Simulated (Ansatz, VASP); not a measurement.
## Cu in VASP and in Ansatz

The input INCAR:

```
SYSTEM = Cu
PREC = Accurate
ENCUT = 520
EDIFF = 1E-6
ISMEAR = 0
SIGMA = 0.15
LREAL = .False.
LASPH = .True.
NELM = 60
ALGO = Fast
ISIF = 2
LWAVE = .False.
LCHARG = .True.
GGA = PE
LELF = .True.
LVHAR = .True.
NBANDS = 18
```

Contents of KPOINTS:

```
regular mesh
0
Gamma
  18 18 18
  0 0 0
```

POSCAR

```
Cu
1.0
    1.2386412945     -4.0308860292      0.0000000000
    1.2386412945      4.0308860292      0.0000000000
    0.0000000000      0.0000000000      2.5142119659
Cu
2
Direct
    0.0586703329      0.7905999919      0.1852878746
    0.9413296671      0.2094000081      0.8147121254
```

Input for Ansatz:

```yaml
crystal:
  lattice:
    - [1.2386412945, -4.0308860292, 0.0]
    - [1.2386412945, 4.0308860292, 0.0]
    - [0.0, 0.0, 2.5142119659]
  atoms:
    - { symbol: Cu, position: [0.0586703329, 0.7905999919, 0.1852878746] }
    - { symbol: Cu, position: [0.9413296671, 0.2094000081, 0.8147121254] }
basis:
  ecutwfc: 520.0
kpoints:
  mp_grid: { grid: [18, 18, 18] }
hamiltonian:
  xc: pbe
  pseudopotentials: { kind: paw, azcp: { folder: soft_1 } }
scf:
  occupations: { method: gaussian, width: 0.15 }
output:
  forces: true
  stress: true
  eigenvalues: true
```

Change from the starting cell: mode 4 frozen in at -0.187 Å and mode 5 at -0.163 Å (largest displacements).

Alike in both runs: task single point; functional PBE; k mesh 18 × 18 × 18; occupations gaussian, width 0.15 eV; no spin polarisation.

```csv
,VASP,Ansatz
version,VASP 6.6.1,Ansatz 0.2.0
potentials or method,"VASP PAW PBE potentials, release 64 (Cu), cutoff 520 eV","scalar-relativistic, plane waves, PAW"
valence electrons in the cell,22,38
```

|  | VASP | Ansatz | Ansatz less VASP |
| --- | --- | --- | --- |
| gap on the k mesh at the Fermi level (eV) | none | none | - |
| pressure (GPa) | 5.5 | 4.0 | -1.48 |
| traceless stress, the component that is largest in VASP (GPa) | 9.76 | 9.73 | -0.029 |
| rms of the force components (eV/Å) | 0.680 | 0.677 | -0.0027 |

Atom by atom the forces differ by 0.003 eV/Å (rms over components). A gap of «none» marks a metal or a gap that the smearing closes. VASP's potentials hold 22 valence electrons a cell and Ansatz's 38, so a difference there can come from the potentials and not from the codes.
